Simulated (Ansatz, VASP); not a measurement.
## One calculation of AgCl, two programs

File INCAR:

```
PREC = Accurate ; ENCUT = 520
EDIFF = 1E-6 ; ISMEAR = 0
SIGMA = 0.05 ; LREAL = False
LASPH = True ; NELM = 80
ALGO = Normal ; ISIF = 2
LWAVE = False ; LCHARG = False
GGA = PE ; NBANDS = 16
```

KPOINTS

```
regular mesh
0
Gamma
  8 8 8
```

Contents of POSCAR:

```
AgCl
1.0
    0.0000000000      2.8060228508      2.8060228508
    2.8060228508      0.0000000000      2.8060228508
    2.8060228508      2.8060228508      0.0000000000
Ag Cl
1 1
Direct
    0.4700640907      0.5299359093      0.5299359093
    0.0910897785     -0.0910897785     -0.0910897785
```

Input for Ansatz:

```yaml
crystal:
  lattice:
    - [0.0, 2.8060228508, 2.8060228508]
    - [2.8060228508, 0.0, 2.8060228508]
    - [2.8060228508, 2.8060228508, 0.0]
  atoms:
    - { symbol: Ag, position: [0.4700640907, 0.5299359093, 0.5299359093] }
    - { symbol: Cl, position: [0.0910897785, -0.0910897785, -0.0910897785] }
basis:
  ecutwfc: 420
kpoints:
  mp_grid: { grid: [8, 8, 8] }
hamiltonian:
  xc: pbe
scf:
  occupations: { method: gaussian, width: 0.05 }
output:
  forces: true
  stress: true
  eigenvalues: true
  write_density: true
  write_potential: true
  elf: true
  volumetric_format: npy
```

Change from the starting cell: mode 4 frozen in at -0.511 Å and mode 5 at +0.000 Å (largest displacements).

Alike in both runs: task single point; functional PBE; k mesh 8 × 8 × 8; occupations gaussian, width 0.05 eV; no spin polarisation.

|  | VASP | Ansatz |
| --- | --- | --- |
| version | VASP 6.6.1 | Ansatz 0.2.0 |
| potentials or method | VASP PAW PBE potentials, release 64 (Ag, Cl), cutoff 520 eV | scalar-relativistic, plane waves, PAW |
| valence electrons in the cell | 18 | 26 |

Ansatz gave:

| Property | Result |
| --- | --- |
| gap on the k mesh at the Fermi level (eV) | 1.31 |
| least direct gap on the mesh (eV) | 1.56 |
| pressure (GPa) | 11.0 |
| traceless stress, the component that is largest in VASP (GPa) | 20.85 |
| rms of the force components (eV/Å) | 2.248 |

Problem. What did VASP give for the same quantities?

Solution. gap on the k mesh at the Fermi level (eV): 1.30; least direct gap on the mesh (eV): 1.56; pressure (GPa): 10.8; traceless stress, the component that is largest in VASP (GPa): 20.65; rms of the force components (eV/Å): 2.224.

Atom by atom the forces differ by 0.025 eV/Å (rms over components). The functional is the same, so the differences come from potentials, cutoffs and numerics. VASP's potentials hold 18 valence electrons a cell and Ansatz's 26, so a difference there can come from the potentials and not from the codes.
